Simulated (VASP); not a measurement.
**ZrB2: single point with PBE**

Crystal: ZrB2.

```
CELL_PARAMETERS angstrom
3.17000 0.00000 0.00000
-1.58500 2.74530 0.00000
0.00000 0.00000 3.56833
ATOMIC_POSITIONS crystal
Zr 0.00000 0.00000 0.00000
B 0.66667 0.33333 0.50000
B 0.33333 0.66667 0.50000
```

```json
{
  "Program": "VASP 6.6.1",
  "Task": "single point",
  "Functional": "PBE",
  "Potentials or basis": "VASP PAW PBE potentials, release 64 (Zr_sv, B)",
  "Cutoff": "520 eV",
  "k mesh": "8 × 8 × 6",
  "Occupations": "fermi-dirac, width 0.05 eV",
  "Spin": "no spin polarisation"
}
```

```json
{"Pressure": "-1.3 GPa", "Band gap on the k mesh": "zero (band 9 reaches 11.19 eV, above the bottom of band 10 at 10.59 eV)"}
```

Stress tensor (GPa, compression positive):
```
-0.48  0.00  0.00
 0.00 -0.48  0.00
 0.00  0.00 -2.98
```

Levels at points of the mesh, in eV from the Fermi level:
```csv
k point,band 5,band 6,band 7,band 8,band 9,band 10,band 11,band 12,band 13,band 14
"(0.00, 0.00, 0.00)",-12.81,-2.70,-2.66,-2.66,-2.54,3.25,3.25,3.94,3.94,4.82
"(0.50, 0.00, 0.00)",-9.02,-8.62,-4.03,-3.14,-2.76,2.07,2.15,4.81,4.82,6.31
"(0.00, 0.00, 0.50)",-10.85,-7.05,-1.03,-1.03,0.30,0.30,0.66,0.66,1.54,5.00
"(0.50, 0.00, 0.50)",-9.98,-7.13,-4.64,-4.20,-2.13,3.46,3.96,5.16,5.91,6.23
```

Wall time 9 s on 1 thread of Intel(R) Xeon(R) Platinum 8488C (Sapphire Rapids), on a shared host, peak memory 0.15 GiB.
